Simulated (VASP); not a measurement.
# AlGa3As4 (P1) in VASP: a series of runs

Runs on AlGa3As4. Level: PBE. Tasks: relaxation of cell and atoms.

Program: VASP 6.6.1. These are calculated values, not measurements. Logs are shortened: lines on timing, memory, paths and dates and some standing lists are left out, and cuts for length are marked.

## 1. The cell of the first run

The typed cell holds 16 atoms: a = 7.863 Å, b = 7.863 Å, c = 7.863 Å, α = 60.00°, β = 60.00°, γ = 60.00°.

## 2. Relaxation of cell and atoms, PBE

INCAR reads:

```
SYSTEM = AlGa3As4
ALGO = Normal ; EDIFF = 1E-6
EDIFFG = -0.04 ; ENCUT = 600
GGA = PE ; IBRION = 2
ISIF = 3 ; ISMEAR = 0
ISYM = 0 ; LASPH = .TRUE.
LCHARG = .FALSE. ; LREAL = Auto
LWAVE = .FALSE. ; NELM = 80
NSW = 70 ; PREC = Accurate
SIGMA = 0.1
```

KPOINTS reads:

```
Automatic mesh
0
Gamma
  2 2 2
  0.5 0.5 0.5
```

POSCAR reads:

```
AlGa3As4
1.0
   -5.5598831000      5.5598831000      0.0000000000
   -5.5598831000      0.0000000000      5.5598831000
    0.0000000000      5.5598831000      5.5598831000
Al Ga As
2 6 8
Direct
    0.9974123303      0.9997740537      0.0046013104
    0.9963921649      0.5028901706      0.9985314725
    0.5021851742      0.9924922608      0.0016291785
    0.0035084525      0.9991809020      0.4990350146
    0.5001375396      0.4993089301      0.9975388505
    0.4962235382      0.0022363372      0.5035356286
    0.9969524197      0.5063479192      0.4914654031
    0.5036986615      0.4982037633      0.4987310797
    0.8739195875      0.8773781166      0.3758665931
    0.3752666591      0.8761674480      0.3754241299
    0.8703387837      0.3760285278      0.3761574347
    0.8786388820      0.8705957525      0.8787504033
    0.3766629878      0.3736826816      0.3728441772
    0.3737688220      0.8758582543      0.8772251523
    0.8726228104      0.3749941741      0.8777531101
    0.3770313996      0.3754845419      0.8740369924
```

Potentials or basis: VASP PAW PBE potentials, release 64 (Al, Ga_d, As).

On the command line:

```
cat potpaw_PBE.64/Al/POTCAR potpaw_PBE.64/Ga_d/POTCAR potpaw_PBE.64/As/POTCAR > POTCAR
mpirun -np 1 vasp_std > vasp.out
```

OUTCAR:

```text
SYSTEM = AlGa3As4
   EDIFF = 1E-6
   EDIFFG = -0.04
   ENCUT = 600
   GGA = PE
   IBRION = 2
   ISIF = 3
   ISMEAR = 0
   ISYM = 0
   LASPH = .TRUE.
   LREAL = Auto
   NELM = 80
   NSW = 70
   PREC = Accurate

 ion  position               nearest neighbor table
   1  0.997  1.000  0.005-   9 2.38  12 2.40  15 2.41  14 2.42
   2  0.996  0.503  0.999-  12 2.36  15 2.39  11 2.42  16 2.44
   3  0.502  0.992  0.002-  14 2.37  10 2.40  12 2.42  16 2.46
   4  0.004  0.999  0.499-  10 2.39   9 2.40  11 2.42  12 2.44
   5  0.500  0.499  0.998-  16 2.38  15 2.39  13 2.41  14 2.42
   6  0.496  0.002  0.504-  13 2.39  14 2.40  10 2.41   9 2.42
[... 8 lines left out ...]
  15  0.873  0.375  0.878-   2 2.39   5 2.39   1 2.41   7 2.48
  16  0.377  0.375  0.874-   5 2.38   8 2.41   2 2.44   3 2.46

IMPORTANT INFORMATION: All symmetrisations will be switched off!
NOSYMM: (Re-)initialisation of all symmetry stuff for point group C_1.

----------------------------------------------------------------------------------------

                                     Primitive cell

  volume of cell :     343.7375

  direct lattice vectors                    reciprocal lattice vectors
    -5.559883100  5.559883100  0.000000000    -0.089929948  0.089929948 -0.089929948
    -5.559883100  0.000000000  5.559883100    -0.089929948 -0.089929948  0.089929948
     0.000000000  5.559883100  5.559883100     0.089929948  0.089929948  0.089929948

  length of vectors
     7.862862085  7.862862085  7.862862085     0.155763240  0.155763240  0.155763240

  position of ions in fractional coordinates (direct lattice)
     0.997412330  0.999774054  0.004601310
     0.996392165  0.502890171  0.998531472
     0.502185174  0.992492261  0.001629179
     0.003508453  0.999180902  0.499035015
     0.500137540  0.499308930  0.997538850
     0.496223538  0.002236337  0.503535629
[... 8 lines left out ...]
     0.872622810  0.374994174  0.877753110
     0.377031400  0.375484542  0.874036992

  ion indices of the primitive-cell ions
   primitive index   ion index
                 1           1
                 2           2
                 3           3
                 4           4
                 5           5
                 6           6
[... 8 lines left out ...]
                15          15
                16          16

----------------------------------------------------------------------------------------

 KPOINTS: Automatic mesh

Automatic generation of k-mesh.
 Grid dimensions read from file:
 generate k-points for:    2    2    2

 Generating k-lattice:

  Cartesian coordinates                     Fractional coordinates (reciprocal lattice)
    -0.044964974  0.044964974 -0.044964974     0.500000000  0.000000000  0.000000000
[... 35 lines left out ...]
   dimension x,y,z NGX =    64 NGY =   64 NGZ =   64
   dimension x,y,z NGXF=   128 NGYF=  128 NGZF=  128
   ions per type =               2   6   8
   NGX,Y,Z   is equivalent  to a cutoff of  13.53, 13.53, 13.53 a.u.
   NGXF,Y,Z  is equivalent  to a cutoff of  27.06, 27.06, 27.06 a.u.
 SYSTEM =  AlGa3As4
   PREC   = accura    normal or accurate (medium, high low for compatibility)
   ISTART =      0    job   : 0-new  1-cont  2-samecut
   ICHARG =      2    charge: 1-file 2-atom 10-const
   ISPIN  =      1    spin polarized calculation?
   LNONCOLLINEAR =      F non collinear calculations
   LSORBIT =      F    spin-orbit coupling
   LASPH  =      T    aspherical Exc in radial PAW
   ENCUT  =  600.0 eV  44.10 Ry    6.64 a.u.  15.70 15.70 15.70*2*pi/ulx,y,z
   NELM   =     80;   NELMIN=  2; NELMDL= -5     # of ELM steps
   EDIFF  = 0.1E-05   stopping-criterion for ELM
   LREAL  =      T    real-space projection
   EDIFFG = -.4E-01   stopping-criterion for IOM
   NSW    =     70    number of steps for IOM
   IBRION =      2    ionic relax: 0-MD 1-quasi-New 2-CG
   NFREE  =      1    steps in history (QN), initial steepest desc. (CG)
   ISIF   =      3    stress and relaxation
   ISYM   =      0    0-nonsym 1-usesym 2-fastsym
   POTIM  = 0.5000    time-step for ionic-motion
   TEBEG  =    0.0;   TEEND  =   0.0 temperature during run
   PSTRESS=    0.0 pullay stress
   NELECT =     124.0000    total number of electrons
   NUPDOWN=      -1.0000    fix difference up-down
   EMIN   =  10.00;   EMAX   =-10.00  energy-range for DOS
   EFERMI =   0.00;   METHOD = LEGACY
   ISMEAR =     0;   SIGMA  =   0.10  broadening in eV -4-tet -1-fermi 0-gaus
   EFERMI_NEDOS =   21; number of points for ismear=-14 and -15
   IALGO  =     38    algorithm
   IMIX   =      4    mixing-type and parameters
     AMIX     =   0.40;   BMIX     =  1.00
     AMIX_MAG =   1.60;   BMIX_MAG =  1.00
  volume/ion in A,a.u.               =      21.48       144.98
  Fermi-wavevector in a.u.,A,eV,Ry     =   1.165395  2.202277 18.478684  1.358145
  Thomas-Fermi vector in A             =   2.301921
   LORBIT       =      0    0 simple, 1 ext, 2 COOP (PROOUT), +10 PAW based schemes
   GGA     = PE    functional components
   LHFCALC =     F    Hartree Fock is set to
   AEXX    =    0.0000 exact exchange contribution
   IVDW    =     0    specifies the selected vdW correction
   LEPSILON=     F    determine dielectric tensor
   LRPA    =     F    only Hartree local field effects (RPA)
 conjugate gradient relaxation of ions
 non-spin polarized calculation
 Gauss-broadening in eV      SIGMA  =   0.10
  energy-cutoff  :      600.00
  volume of cell :      343.74
 maximum number of plane-waves:     11486
 NGX is ok and might be reduce to    64
   NGX = 31   NGY = 31   NGZ = 31

--------------------------------------- Ionic step        1  -------------------------------------------

 number of electron     124.0000005 magnetization

 Free energy of the ion-electron system (eV)
  ---------------------------------------------------
  ext. energy  EPLUGINS =         0.00000000
  ---------------------------------------------------
  free energy    TOTEN  =       -67.50290874 eV

  energy without entropy =      -67.50290874  energy(sigma->0) =      -67.50290874

 E-fermi :   4.6726     XC(G=0):  -9.6754

 val. band max:        4.2044901314   @ k =   0.0000   0.2500   0.0000
 cond. band min:       5.8469584383   @ k =   0.0000   0.0000  -0.2500
 fundamental gap:      1.6424683069
 Fermi energy:         4.6726447729

 k-point     1 :       0.2500    0.2500    0.2500
  band No.  band energies     occupation
      1     -10.5318      2.00000
      2     -10.5090      2.00000
      3     -10.5039      2.00000
      4     -10.4817      2.00000
      5     -10.4691      2.00000
      6     -10.4510      2.00000
[... 1470 lines left out ...]
--------------------------------------- Ionic step        6  -------------------------------------------

 number of electron     123.9999991 magnetization

 Free energy of the ion-electron system (eV)
  ---------------------------------------------------
  ext. energy  EPLUGINS =         0.00000000
  ---------------------------------------------------
  free energy    TOTEN  =       -68.37806969 eV

  energy without entropy =      -68.37806969  energy(sigma->0) =      -68.37806969

 E-fermi :   3.7541     XC(G=0):  -9.2442

 val. band max:        3.2939597376   @ k =   0.2500   0.0000   0.0000
 cond. band min:       4.6481984094   @ k =   0.0000   0.0000  -0.2500
 fundamental gap:      1.3542386718
 Fermi energy:         3.7540788766

 k-point     1 :       0.2500    0.2500    0.2500
  band No.  band energies     occupation
      1     -11.2181      2.00000
      2     -11.2166      2.00000
      3     -11.1998      2.00000
      4     -11.1899      2.00000
      5     -11.1849      2.00000
      6     -11.1799      2.00000
[... 1264 lines left out ...]
  FREE ENERGIE OF THE ION-ELECTRON SYSTEM (eV)
  ---------------------------------------------------
  free  energy   TOTEN  =       -68.3780696915 eV

  energy  without entropy=      -68.3780696915  energy(sigma->0) =      -68.37806969

 reached required accuracy - stopping structural energy minimisation
```

It took 46 min on 1 thread of Intel Xeon 6975P-C (Granite Rapids), shared host; peak memory 0.78 GiB.

What came out:

* Free energy: -68.3781 eV
* Relaxed volume: 23.72 Å³/atom
* Relaxed cell: a = 8.129 Å, b = 8.130 Å, c = 8.126 Å, α = 59.97°, β = 59.98°, γ = 59.97°
* Space group after relaxing (to 0.1 Å): Amm2 (No. 38)
* Energy gained by relaxing: 54.7 meV/atom
* Ionic steps: 6
* Pressure after relaxing: 0.0 GPa
* Largest force after relaxing: 0.036 eV/Å
* Band gap on the k mesh: 1.35 eV

Forces in eV/Å, atoms in the order of the input:
```
Al  -0.003 -0.010 -0.021
Al  -0.005 -0.008  0.008
Ga   0.004 -0.011  0.013
Ga   0.006 -0.017  0.002
Ga   0.003  0.005  0.006
Ga  -0.005  0.001 -0.013
Ga   0.008  0.014  0.009
Ga  -0.008  0.016 -0.008
As  -0.001  0.003 -0.035
As   0.008 -0.017  0.003
As  -0.006  0.005  0.017
As   0.017 -0.007 -0.002
As   0.007  0.012 -0.003
As  -0.018  0.001 -0.005
As   0.012  0.015  0.017
As  -0.020 -0.002  0.012
```

The path:
```
step  energy change (eV)  largest force (eV/Å)  pressure (GPa)  volume (Å³)
   1              0.0000                0.7090            7.85       343.74
   2             -0.6957                0.0957           -2.74       398.78
   3             -0.8631                0.2503           -0.11       380.07
   4             -0.8727                0.1293           -0.01       379.52
   5             -0.8744                0.0681            0.05       379.18
   6             -0.8752                0.0357           -0.01       379.54
```

Final structure:
```cif
data_structure
_symmetry_space_group_name_H-M 'P 1'
_symmetry_Int_Tables_number 1
_cell_length_a 8.1285
_cell_length_b 8.1301
_cell_length_c 8.1264
_cell_angle_alpha 59.968
_cell_angle_beta 59.985
_cell_angle_gamma 59.975
_cell_volume 379.54
loop_
_atom_site_label
_atom_site_type_symbol
_atom_site_fract_x
_atom_site_fract_y
_atom_site_fract_z
_atom_site_occupancy
Al1 Al 0.99798 0.00152 0.00214 1
Al2 Al 0.99991 0.49925 0.99896 1
Ga1 Ga 0.50227 0.99765 0.00013 1
Ga2 Ga 0.00127 0.99958 0.50131 1
Ga3 Ga 0.50027 0.49952 0.99825 1
Ga4 Ga 0.49776 0.00135 0.50251 1
Ga5 Ga 0.99845 0.50224 0.49742 1
Ga6 Ga 0.49929 0.49940 0.50037 1
As1 As 0.87300 0.87762 0.37616 1
As2 As 0.37640 0.87439 0.37575 1
As3 As 0.87482 0.37498 0.37311 1
As4 As 0.87754 0.87335 0.87678 1
As5 As 0.37375 0.37647 0.37382 1
As6 As 0.37229 0.87487 0.87760 1
As7 As 0.87569 0.37535 0.87323 1
As8 As 0.37407 0.37308 0.87556 1
```

Caveat: a shifted mesh leaves out Γ, where band edges can lie. A k mesh can miss the band edges.

## 3. Relaxation of cell and atoms, PBE

This run uses another cell than the first one, of 23.65 Å³/atom.

INCAR reads:

```
SYSTEM = AlGa3As4
ALGO = Normal
EDIFF = 1E-6
EDIFFG = -0.04
ENCUT = 600
GGA = PE
IBRION = 2
ISIF = 3
ISMEAR = 0
ISYM = 0
LASPH = .True.
LCHARG = .False.
LREAL = Auto
LWAVE = .False.
NELM = 60
NSW = 45
PREC = Accurate
SIGMA = 0.1
```

KPOINTS reads:

```
k-points
0
Gamma
  3 3 3
  0 0 0
```

POSCAR reads:

```
AlGa3As4
1.0
   -5.7048875790      5.7018867394     -0.0756666164
   -5.7050687928     -0.0758478302      5.7046974930
    0.0750874014      5.7013075244      5.7039370642
Al Ga As
2 6 8
Direct
    0.0003296692      0.0024111182      0.0007743808
    0.0002540428      0.5023558491      0.0008608246
    0.5009062134      0.9995306917      0.9999257330
    0.9995912928      0.9993462038      0.5013094874
    0.5009971591      0.4995852625      0.9998491735
    0.4996022731      0.0006926208      0.5005149021
    0.9991791649      0.4998697300      0.5011982886
    0.4999891544      0.5002389332      0.5006322799
    0.8737821120      0.8745133827      0.3740200258
    0.3741501631      0.8744020515      0.3745543506
    0.8741913423      0.3739672659      0.3741127543
    0.8753872897      0.8753281642      0.8757954918
    0.3738339669      0.3748247815      0.3744543626
    0.3735237436      0.8741431536      0.8747073640
    0.8754224089      0.3753712346      0.8756749625
    0.3736202167      0.3740433903      0.8747415495
```

Potentials or basis: VASP PAW PBE potentials, release 64 (Al, Ga_d, As).

On the command line:

```
cat potpaw_PBE.64/Al/POTCAR potpaw_PBE.64/Ga_d/POTCAR potpaw_PBE.64/As/POTCAR > POTCAR
mpirun -np 1 vasp_std > vasp.out
```

Run time: 1.8 h. Hardware: 1 thread of Oxide Virtual Turin-like, shared host; peak memory 0.77 GiB.

Results (log left out):

- Free energy: -68.2350 eV
- Relaxed volume: 23.69 Å³/atom
- Relaxed cell: a = 8.124 Å, b = 8.126 Å, c = 8.124 Å, α = 59.98°, β = 60.00°, γ = 59.98°
- Space group after relaxing (to 0.1 Å): Amm2 (No. 38)
- Energy gained by relaxing: 2.0 meV/atom
- Ionic steps: 5
- Pressure after relaxing: 0.0 GPa
- Largest force after relaxing: 0.017 eV/Å
- Band gap on the k mesh: 0.43 eV

Forces in eV/Å, atoms in the order of the input:
```
Al   0.010 -0.008 -0.011
Al   0.011 -0.009 -0.010
Ga  -0.003 -0.003  0.004
Ga  -0.003 -0.004  0.003
Ga  -0.002 -0.003  0.004
Ga   0.005  0.002 -0.008
Ga  -0.002  0.000  0.001
Ga   0.004 -0.001 -0.004
As  -0.013  0.006  0.007
As  -0.003  0.007  0.005
As  -0.012  0.004  0.008
As   0.012 -0.005 -0.011
As  -0.003  0.009  0.002
As  -0.006  0.004  0.012
As   0.012 -0.005 -0.010
As  -0.008  0.004  0.009
```

Step by step:
```
step  energy change (eV)  largest force (eV/Å)  pressure (GPa)  volume (Å³)
   1              0.0000                0.0270            0.13       378.47
   2             -0.0232                0.1377           -0.05       379.51
   3             -0.0233                0.1448           -0.07       379.58
   4             -0.0306                0.0632           -0.01       379.28
   5             -0.0318                0.0174            0.01       379.12
```

Final structure:
```
Al Ga As
1.0
    -5.74555    5.74360    0.00114
    -5.74577    0.00095    5.74580
    -0.00116    5.74357    5.74556
Al Ga As
2 6 8
Direct
  0.99971 0.00172 0.00021
  0.99973 0.50164 0.00028
  0.50041 0.99924 0.99958
  0.99918 0.99913 0.50083
  0.50045 0.49929 0.99951
  0.49928 0.00018 0.50014
  0.99885 0.49958 0.50069
  0.49965 0.49976 0.50021
  0.87450 0.87501 0.37428
  0.37451 0.87483 0.37493
  0.87481 0.37463 0.37434
  0.87591 0.87541 0.87634
  0.37422 0.37520 0.37487
  0.37380 0.87478 0.87531
  0.87594 0.37550 0.87622
  0.37380 0.37472 0.87539
```

Levels at points of the mesh, in eV from the valence-band top:
| k point | band 59 | band 60 | band 61 | band 62 | band 63 | band 64 | band 65 | band 66 |
| --- | --- | --- | --- | --- | --- | --- | --- | --- |
| (0.00, 0.00, 0.00) | -0.97 | -0.02 | -0.01 | 0.00 | 0.43 | 0.90 | 0.92 | 1.21 |

Caveat: semilocal functionals underestimate gaps, and a narrow one can read as zero.
